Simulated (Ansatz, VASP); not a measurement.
# One calculation of AlNi, two programs

```xyz
4
Lattice="2.8931 0.0000 0.0000 0.0000 2.8931 0.0000 0.0000 0.0000 5.7862" Properties=species:S:1:pos:R:3 pbc="T T T"
Al    0.0000    0.0000    2.8931
Al    0.0000    0.0000    0.0000
Ni    1.4465    1.4465    1.4465
Ni    1.4465    1.4465    4.3396
```

Alike in both runs: task single point; functional PBE; k mesh 12 × 12 × 6; occupations gaussian, width 0.15 eV; no spin polarisation.

|  | VASP | Ansatz |
| --- | --- | --- |
| version | VASP 6.6.1 | Ansatz 0.2.0 |
| potentials or method | VASP PAW PBE potentials, release 64 (Al, Ni), cutoff 520 eV | scalar-relativistic, plane waves, PAW |
| valence electrons in the cell | 26 | 42 |

VASP gave:

| Property | Result |
| --- | --- |
| gap on the k mesh at the Fermi level (eV) | none |
| pressure (GPa) | 0.2 |

Problem. What did Ansatz give for the same quantities?

Solution. gap on the k mesh at the Fermi level (eV): none; pressure (GPa): 0.1.

A gap of «none» marks a metal or a gap that the smearing closes. VASP's potentials hold 26 valence electrons a cell and Ansatz's 42, so a difference there can come from the potentials and not from the codes.
